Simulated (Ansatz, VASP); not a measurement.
InAsF6 in VASP and in Ansatz

```
In As F
1.0
     3.81934    2.20510    2.61994
    -3.81934    2.20510    2.61994
     0.00000   -4.41019    2.61994
In As F
1 1 6
Direct
  0.00000 0.00000 0.00000
  0.50000 0.50000 0.50000
  0.22434 0.29719 0.58227
  0.70281 0.41773 0.77566
  0.41773 0.77566 0.70281
  0.77566 0.70281 0.41773
  0.58227 0.22434 0.29719
  0.29719 0.58227 0.22434
```

Alike in both runs: task single point; functional PBE; k mesh 5 × 5 × 5; occupations fermi-dirac, width 0.05 eV; no spin polarisation.

```csv
,VASP,Ansatz
version,VASP 6.6.1,Ansatz 0.2.0
potentials or method,"VASP PAW PBE potentials, release 64 (In_d, As, F)",Ansatz PAW
plane-wave cutoff (eV),520,420
valence electrons in the cell,60,70
```

Ansatz gave:

- gap on the k mesh at the Fermi level (eV): 3.50
- least direct gap on the mesh (eV): 3.70
- pressure (GPa): -0.6
- traceless stress, the component that is largest in VASP (GPa): -0.23
- rms of the force components (eV/Å): 0.111

**Question.** What did VASP give for the same quantities?

**Answer.** gap on the k mesh at the Fermi level (eV): 3.44; least direct gap on the mesh (eV): 3.65; pressure (GPa): 0.0; traceless stress, the component that is largest in VASP (GPa): -0.18; rms of the force components (eV/Å): 0.005.

Atom by atom the forces differ by 0.109 eV/Å (rms over components). The functional is the same, so the differences come from potentials, cutoffs and numerics. VASP's potentials hold 60 valence electrons a cell and Ansatz's 70, so a difference there can come from the potentials and not from the codes.

Noted on Ansatz's run: odd divisions of the mesh miss points on the zone boundary, where band edges often lie, so the gap on the mesh can be too wide.
